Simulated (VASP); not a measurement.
# BN (F-43m) in VASP: a series of runs

BN is run at these levels: PBE, BLYP, LDA; tasks: single point, relaxation of volume and atoms at fixed shape.

Program: VASP 6.6.1. These are calculated values, not measurements. Logs are shortened: lines on timing, memory, paths and dates and some standing lists are left out, and cuts for length are marked.

## (1) The cell of the first run

The structure is cubic, space group F-43m (No. 216). Conventional cell: a = 3.626 Å, b = 3.626 Å, c = 3.626 Å, α = 90.00°, β = 90.00°, γ = 90.00°. Within 2.1 Å of B (site symmetry -43m) lie 4 N at 1.57 Å. Within 2.1 Å of N (site symmetry -43m) lie 4 B at 1.57 Å.

## (2) Single point, PBE

Input file INCAR:

```
SYSTEM = BN
  ALGO = Normal
  EDIFF = 1E-6
  ENCUT = 600
  GGA = PE
  GGA_COMPAT = .False.
  ISIF = 2
  ISMEAR = 0
  ISYM = 0
  LASPH = .True.
  LCHARG = .False.
  LREAL = .False.
  LWAVE = .False.
  NBANDS = 11
  NELM = 120
  PREC = Accurate
  SIGMA = 0.1
```

Input file KPOINTS:

```
k-points
0
Gamma
  5 10 2
  0 0 0
```

Input file POSCAR:

```
BN
1.0
    0.0000000000      1.8130010000      1.8130010000
    1.8130010000      0.0000000000      1.8130010000
    1.8130010000      1.8130010000      0.0000000000
B N
1 1
Direct
    0.0000000000      0.0000000000      0.0000000000
    0.7500000000      0.7500000000      0.7500000000
```

Potentials or basis: VASP PAW PBE potentials, release 64 (B, N).

On the command line:

```sh
$ cat potpaw_PBE.64/B/POTCAR potpaw_PBE.64/N/POTCAR > POTCAR
$ mpirun -np 1 vasp_std > vasp.out
```

OUTCAR:

```text
SYSTEM = BN
   EDIFF = 1E-6
   ENCUT = 600
   GGA = PE
   ISIF = 2
   ISMEAR = 0
   ISYM = 0
   LASPH = .True.
   LREAL = .False.
   NELM = 120
   PREC = Accurate

 ion  position               nearest neighbor table
   1  0.000  0.000  0.000-   2 1.57   2 1.57   2 1.57   2 1.57
   2  0.750  0.750  0.750-   1 1.57   1 1.57   1 1.57   1 1.57

IMPORTANT INFORMATION: All symmetrisations will be switched off!
NOSYMM: (Re-)initialisation of all symmetry stuff for point group C_1.

----------------------------------------------------------------------------------------

                                     Primitive cell

  volume of cell :      11.9186

  direct lattice vectors                    reciprocal lattice vectors
     0.000000000  1.813001000  1.813001000    -0.275785838  0.275785838  0.275785838
     1.813001000  0.000000000  1.813001000     0.275785838 -0.275785838  0.275785838
     1.813001000  1.813001000  0.000000000     0.275785838  0.275785838 -0.275785838

  length of vectors
     2.563970603  2.563970603  2.563970603     0.477675083  0.477675083  0.477675083

  position of ions in fractional coordinates (direct lattice)
     0.000000000  0.000000000  0.000000000
     0.750000000  0.750000000  0.750000000

  ion indices of the primitive-cell ions
   primitive index   ion index
                 1           1
                 2           2

----------------------------------------------------------------------------------------

 KPOINTS: k-points

Automatic generation of k-mesh.
 Grid dimensions read from file:
 generate k-points for:    5   10    2

 Generating k-lattice:

  Cartesian coordinates                     Fractional coordinates (reciprocal lattice)
    -0.055157168  0.055157168  0.055157168     0.200000000  0.000000000  0.000000000
     0.027578584 -0.027578584  0.027578584     0.000000000  0.100000000  0.000000000
     0.137892919  0.137892919 -0.137892919     0.000000000  0.000000000  0.500000000

  Length of vectors
     0.095535017  0.047767508  0.238837542

  Shift w.r.t. Gamma in fractional coordinates (k-lattice)
     0.000000000  0.000000000  0.000000000

 -----------------------------------------------------------------------------
|                                                                             |
|           W    W    AA    RRRRR   N    N  II  N    N   GGGG   !!!           |
|           W    W   A  A   R    R  NN   N  II  NN   N  G    G  !!!           |
|           W    W  A    A  R    R  N N  N  II  N N  N  G       !!!           |
|           W WW W  AAAAAA  RRRRR   N  N N  II  N  N N  G  GGG   !            |
|           WW  WW  A    A  R   R   N   NN  II  N   NN  G    G                |
|           W    W  A    A  R    R  N    N  II  N    N   GGGG   !!!           |
|                                                                             |
|     Your reciprocal lattice and k-lattice belong to different lattice       |
|     classes:                                                                |
|                                                                             |
|        The reciprocal lattice is body-centered cubic,                       |
|        whereas your k-lattice is triclinic.                                 |
|                                                                             |
|     Results are often still useful ...                                      |
|                                                                             |
 -----------------------------------------------------------------------------

 WARNING: IBZKPT: internal override: KBLOWUP is changed to .FALSE.
      ... skipping the blow-up phase ...

 Subroutine IBZKPT returns following result:
 ===========================================

 Found     52 irreducible k-points:

 Following reciprocal coordinates:
            Coordinates               Weight
  0.000000  0.000000  0.000000      1.000000
  0.200000  0.000000  0.000000      2.000000
  0.400000  0.000000  0.000000      2.000000
  0.000000  0.100000  0.000000      2.000000
  0.200000  0.100000  0.000000      2.000000
  0.400000  0.100000  0.000000      2.000000
[... 16 lines left out ...]
 -0.200000  0.400000  0.000000      2.000000
  0.000000  0.500000  0.000000      1.000000
 [... further k-points ...]
   k-points           NKPTS =     52   k-points in BZ     NKDIM =     52   number of bands    NBANDS=     11
   number of dos      NEDOS =    301   number of ions     NIONS =      2
   total plane-waves  NPLWV =   8000
   dimension x,y,z NGX =    20 NGY =   20 NGZ =   20
   dimension x,y,z NGXF=    40 NGYF=   40 NGZF=   40
   ions per type =               1   1
   NGX,Y,Z   is equivalent  to a cutoff of  12.97, 12.97, 12.97 a.u.
   NGXF,Y,Z  is equivalent  to a cutoff of  25.94, 25.94, 25.94 a.u.
 SYSTEM =  BN
   PREC   = accura    normal or accurate (medium, high low for compatibility)
   ISTART =      0    job   : 0-new  1-cont  2-samecut
   ICHARG =      2    charge: 1-file 2-atom 10-const
   ISPIN  =      1    spin polarized calculation?
   LNONCOLLINEAR =      F non collinear calculations
   LSORBIT =      F    spin-orbit coupling
   LASPH  =      T    aspherical Exc in radial PAW
   ENCUT  =  600.0 eV  44.10 Ry    6.64 a.u.   5.12  5.12  5.12*2*pi/ulx,y,z
   NELM   =    120;   NELMIN=  2; NELMDL= -5     # of ELM steps
   EDIFF  = 0.1E-05   stopping-criterion for ELM
   LREAL  =      F    real-space projection
   EDIFFG = 0.1E-04   stopping-criterion for IOM
   NSW    =      0    number of steps for IOM
   IBRION =     -1    ionic relax: 0-MD 1-quasi-New 2-CG
   NFREE  =      0    steps in history (QN), initial steepest desc. (CG)
   ISIF   =      2    stress and relaxation
   ISYM   =      0    0-nonsym 1-usesym 2-fastsym
   POTIM  = 0.5000    time-step for ionic-motion
   TEBEG  =    0.0;   TEEND  =   0.0 temperature during run
   PSTRESS=    0.0 pullay stress
   NELECT =       8.0000    total number of electrons
   NUPDOWN=      -1.0000    fix difference up-down
   EMIN   =  10.00;   EMAX   =-10.00  energy-range for DOS
   EFERMI =   0.00;   METHOD = LEGACY
   ISMEAR =     0;   SIGMA  =   0.10  broadening in eV -4-tet -1-fermi 0-gaus
   EFERMI_NEDOS =   21; number of points for ismear=-14 and -15
   IALGO  =     38    algorithm
   IMIX   =      4    mixing-type and parameters
     AMIX     =   0.40;   BMIX     =  1.00
     AMIX_MAG =   1.60;   BMIX_MAG =  1.00
  volume/ion in A,a.u.               =       5.96        40.22
  Fermi-wavevector in a.u.,A,eV,Ry     =   1.433387  2.708709 27.954506  2.054598
  Thomas-Fermi vector in A             =   2.552911
   LORBIT       =      0    0 simple, 1 ext, 2 COOP (PROOUT), +10 PAW based schemes
   GGA     = PE    functional components
   LHFCALC =     F    Hartree Fock is set to
   AEXX    =    0.0000 exact exchange contribution
   IVDW    =     0    specifies the selected vdW correction
   LEPSILON=     F    determine dielectric tensor
   LRPA    =     F    only Hartree local field effects (RPA)
 non-spin polarized calculation
 Gauss-broadening in eV      SIGMA  =   0.10
  energy-cutoff  :      600.00
  volume of cell :       11.92
 maximum number of plane-waves:       411
   NGX = 11   NGY = 11   NGZ = 11

 number of electron       7.9999999 magnetization

 Free energy of the ion-electron system (eV)
  ---------------------------------------------------
  ext. energy  EPLUGINS =         0.00000000
  ---------------------------------------------------
  free energy    TOTEN  =       -17.06979635 eV

  energy without entropy =      -17.06979635  energy(sigma->0) =      -17.06979635

 E-fermi :   7.9226     XC(G=0): -12.7539

 val. band max:        7.3837750381   @ k =   0.0000   0.0000   0.0000
 cond. band min:      11.7657572945   @ k =   0.0000   0.5000   0.5000
 fundamental gap:      4.3819822564
 Fermi energy:         7.9226442255

 k-point     1 :       0.0000    0.0000    0.0000
  band No.  band energies     occupation
      1     -12.7842      2.00000
      2       7.3765      2.00000
      3       7.3788      2.00000
      4       7.3838      2.00000
      5      16.0817      0.00000
      6      16.0872      0.00000
      7      16.0909      0.00000
      8      17.5616      0.00000
      9      31.8882      0.00000
     10      34.9575      0.00000
     11      34.9699      0.00000

 k-point     2 :       0.2000    0.0000    0.0000
  band No.  band energies     occupation
      1     -11.8311      2.00000
      2       3.4004      2.00000
      3       6.5522      2.00000
      4       6.5568      2.00000
      5      16.7069      0.00000
      6      17.2615      0.00000
      7      17.2638      0.00000
      8      20.0410      0.00000
      9      30.9035      0.00000
     10      30.9221      0.00000
     11      30.9465      0.00000

 k-point     3 :       0.4000    0.0000    0.0000
  band No.  band energies     occupation
      1      -9.3719      2.00000
      2      -2.0817      2.00000
      3       5.5786      2.00000
      4       5.5838      2.00000
      5      17.2737      0.00000
      6      17.9754      0.00000
      7      17.9790      0.00000
      8      22.2662      0.00000
      9      30.4861      0.00000
     10      32.8040      0.00000
     11      32.8266      0.00000
[... 267 lines left out ...]
 k-point    23 :      -0.2000    0.4000    0.0000
  band No.  band energies     occupation
      1      -8.0881      2.00000
      2      -2.2895      2.00000
      3       2.5251      2.00000
      4       4.6085      2.00000
      5      16.2296      0.00000
      6      20.0423      0.00000
      7      20.0995      0.00000
      8      22.9508      0.00000
      9      27.5338      0.00000
     10      32.1977      0.00000
     11      33.8760      0.00000

 k-point    24 :       0.0000    0.5000    0.0000
  band No.  band energies     occupation
      1      -8.5964      2.00000
      2      -3.2718      2.00000
      3       5.4397      2.00000
      4       5.4454      2.00000
      5      17.3577      0.00000
      6      17.9710      0.00000
      7      17.9744      0.00000
      8      22.5229      0.00000
      9      30.6494      0.00000
     10      33.9310      0.00000
     11      34.0809      0.00000

 [... further k-points ...]

------------------------ aborting loop because EDIFF is reached ----------------------------------------

  FORCE on cell =-STRESS in cart. coord.  units (eV):
  Direction    XX          YY          ZZ          XY          YZ          ZX
  --------------------------------------------------------------------------------------
  -------------------------------------------------------------------------------------
  Total        0.5911205      0.6012365     -0.4737155      0.6668746     -0.0045814      0.0074708
  in kB       79.4625520     80.8224092    -63.6801490     89.6459360     -0.6158590      1.0042727
  external PRESSURE =      32.2016041 kB  Pullay stress =       0.0000000 kB

 VOLUME and BASIS-vectors are now :
 -----------------------------------------------------------------------------
  energy-cutoff  :      600.00
  volume of cell :       11.92
      direct lattice vectors                 reciprocal lattice vectors
     0.000000000  1.813001000  1.813001000    -0.275785838  0.275785838  0.275785838
     1.813001000  0.000000000  1.813001000     0.275785838 -0.275785838  0.275785838
     1.813001000  1.813001000  0.000000000     0.275785838  0.275785838 -0.275785838

 POSITION                                       TOTAL-FORCE (eV/Angst)
 -----------------------------------------------------------------------------------
      0.00000      0.00000      0.00000        -0.011069      0.004598     -0.257768
      2.71950      2.71950      2.71950         0.011069     -0.004598      0.257768
 -----------------------------------------------------------------------------------
    total drift:                               -0.000003     -0.000005     -0.000062

  FREE ENERGIE OF THE ION-ELECTRON SYSTEM (eV)
  ---------------------------------------------------
  free  energy   TOTEN  =       -17.0697963510 eV

  energy  without entropy=      -17.0697963510  energy(sigma->0) =      -17.06979635
```

Run time: 9.3 s. Hardware: 1 thread of AMD EPYC 7R13, shared host; peak memory 0.09 GiB.

The run converged, but its numbers aren't listed here, since they failed a check.

Caveat: the k points lie up to 1.50 Å⁻¹ apart.

## (3) Single point, PBE

This run uses another cell than the first one, of 4.51 Å³/atom, 0.757 times its volume.

Input file INCAR:

```
PREC = Accurate
ENCUT = 600
EDIFF = 1E-6
ISMEAR = 1
SIGMA = 0.0011
LREAL = F
LASPH = T
NELM = 120
ALGO = Normal
ISIF = 2
LWAVE = F
LCHARG = F
GGA = PE
NBANDS = 11
GGA_COMPAT = F
```

Input file KPOINTS:

```
regular mesh
0
Gamma
  12 12 12
```

Input file POSCAR:

```
BN
1.0
    0.0000000000      1.6523295514      1.6523295514
    1.6523295514      0.0000000000      1.6523295514
    1.6523295514      1.6523295514      0.0000000000
B N
1 1
Direct
    0.0000000000      0.0000000000      0.0000000000
    0.7500000000      0.7500000000      0.7500000000
```

Potentials or basis: VASP PAW PBE potentials, release 64 (B, N).

On the command line:

```sh
$ cat potpaw_PBE.64/B/POTCAR potpaw_PBE.64/N/POTCAR > POTCAR
$ mpirun -np 1 vasp_std > vasp.out
```

Run time: 12 s. Hardware: 1 thread of AMD EPYC 7R13, shared host; peak memory 0.09 GiB.

It converged, with:

* Free energy: -16.2006 eV
* Pressure: 171.1 GPa
* Band gap on the k mesh: 4.70 eV, indirect (least direct gap 10.11 eV)

Levels at points of the mesh, in eV from the valence-band top:
| k point | band 1 | band 2 | band 3 | band 4 | band 5 | band 6 | band 7 | band 8 |
| --- | --- | --- | --- | --- | --- | --- | --- | --- |
| (0.00, 0.00, 0.00) | -23.63 | 0.00 | 0.00 | 0.00 | 10.11 | 10.11 | 10.11 | 15.09 |
| (0.50, 0.00, 0.00) | -18.04 | -13.44 | -2.51 | -2.51 | 12.17 | 12.17 | 13.94 | 18.02 |
| (0.50, 0.50, 0.00) | -16.27 | -10.90 | -6.41 | -6.41 | 4.70 | 10.72 | 22.45 | 22.45 |

A k mesh can miss the band edges.

## (4) Relaxation of volume and atoms at fixed shape, BLYP

Input file INCAR:

```
SYSTEM = BN
  PREC = Accurate
  ENCUT = 600
  EDIFF = 1E-7
  ISMEAR = 0
  SIGMA = 0.1
  LREAL = .FALSE.
  LASPH = .TRUE.
  NELM = 120
  ALGO = Normal
  ISIF = 8
  LWAVE = .FALSE.
  LCHARG = .FALSE.
  GGA = B5
  ALDAX = 1.0
  AGGAX = 1.0
  AGGAC = 1.0
  ALDAC = 0.0
  IBRION = 2
  NSW = 30
  EDIFFG = -0.01
  GGA_COMPAT = .FALSE.
  NELMIN = 4
```

Input file KPOINTS:

```
regular mesh
0
G
  4 4 4
  0 0 0
```

Input file POSCAR:

```
BN
1.0
    0.0000000000      1.8130010000      1.8130010000
    1.8130010000      0.0000000000      1.8130010000
    1.8130010000      1.8130010000      0.0000000000
B N
1 1
Direct
    0.0000000000      0.0000000000      0.0000000000
    0.7500000000      0.7500000000      0.7500000000
```

On the command line:

```sh
$ cat potpaw_PBE.64/B/POTCAR potpaw_PBE.64/N/POTCAR > POTCAR
$ mpirun -np 1 vasp_std > vasp.out
```

Run time: 20 s. Hardware: 1 thread of AMD EPYC 7R13, shared host; peak memory 0.08 GiB.

Results (log left out):

| Quantity | Value |
| --- | --- |
| Free energy | -16.3485 eV |
| Relaxed volume | 6.07 Å³/atom |
| Relaxed cell | a = 2.579 Å, b = 2.579 Å, c = 2.579 Å, α = 60.00°, β = 60.00°, γ = 60.00° |
| Space group after relaxing (to 0.05 Å) | F-43m (No. 216) |
| Energy gained by relaxing | 2.2 meV/atom |
| Ionic steps | 3 |
| Pressure after relaxing | 0.0 GPa |
| Band gap on the k mesh | 4.82 eV, indirect (least direct gap 8.78 eV) |

The path:
| step | energy change (eV) | largest force (eV/Å) | pressure (GPa) | volume (Å³) |
| --- | --- | --- | --- | --- |
| 1 | 0.0000 | 0.0000 | 6.59 | 11.92 |
| 2 | -0.0003 | 0.0000 | -5.98 | 12.35 |
| 3 | -0.0044 | 0.0000 | -0.02 | 12.13 |

Final structure:
```xyz
2
Lattice="0.0000 1.8239 1.8239 1.8239 0.0000 1.8239 1.8239 1.8239 0.0000" Properties=species:S:1:pos:R:3 pbc="T T T"
B     0.0000    0.0000    0.0000
N     2.7358    2.7358    2.7358
```

Levels at points of the mesh, in eV from the valence-band top:
```csv
k point,band 1,band 2,band 3,band 4,band 5,band 6,band 7,band 8
"(0.00, 0.00, 0.00)",-19.73,0.00,0.00,0.00,8.78,8.78,8.78,10.22
"(0.50, 0.00, 0.00)",-15.70,-10.24,-1.87,-1.87,10.01,10.69,10.69,15.23
"(0.50, 0.50, 0.00)",-14.39,-8.59,-4.70,-4.70,4.82,9.35,17.49,17.49
```

Caveat: the k points lie up to 0.75 Å⁻¹ apart in the final cell; the PAW data sets were made with another functional, which shifts forces and pressure a little. A k mesh can miss the band edges.

(Continued in part 2 of 2.)
